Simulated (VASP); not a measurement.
Here is a VASP 6.6.1 calculation.

INCAR

```
SYSTEM = TaCo
  PREC = Accurate
  ENCUT = 520
  EDIFF = 1E-7
  ISMEAR = -1
  SIGMA = 0.1
  LREAL = .False.
  LASPH = .True.
  NELM = 150
  ALGO = Normal
  ISIF = 2
  LWAVE = .False.
  LCHARG = .True.
  ISPIN = 2
  MAGMOM = 0 1.8
  LORBIT = 11
  LMAXMIX = 4
  GGA = PS
  LELF = .True.
  LVHAR = .True.
  NBANDS = 21
```

The input KPOINTS:

```
regular mesh
0
Gamma
  9 9 9
  0 0 0
```

File POSCAR:

```
TaCo
1.0
    3.0478050976      0.0000000000      0.0000000000
    0.0000000000      3.0478050976      0.0000000000
    0.0000000000      0.0000000000      3.0478050976
Ta Co
1 1
Direct
    0.0000000000      0.0000000000      0.0000000000
    0.5000000000      0.5000000000      0.5000000000
```

Potentials or basis: VASP PAW PBE potentials, release 64 (Ta_pv, Co).

Launch:

```sh
$ cat potpaw_PBE.64/Ta_pv/POTCAR potpaw_PBE.64/Co/POTCAR > POTCAR
$ mpirun -np 1 vasp_std > vasp.out
```

Problem. What does it give for the site moments?

Solution. Ta +0.16; Co +1.08 μB.

Problem. Estimate the pressure.

Solution. -3.4 GPa.

Problem. Predict the net moment.

Solution. 1.28 μB per cell.

Caveat: the PAW data sets were made with another functional, which shifts forces and pressure a little.
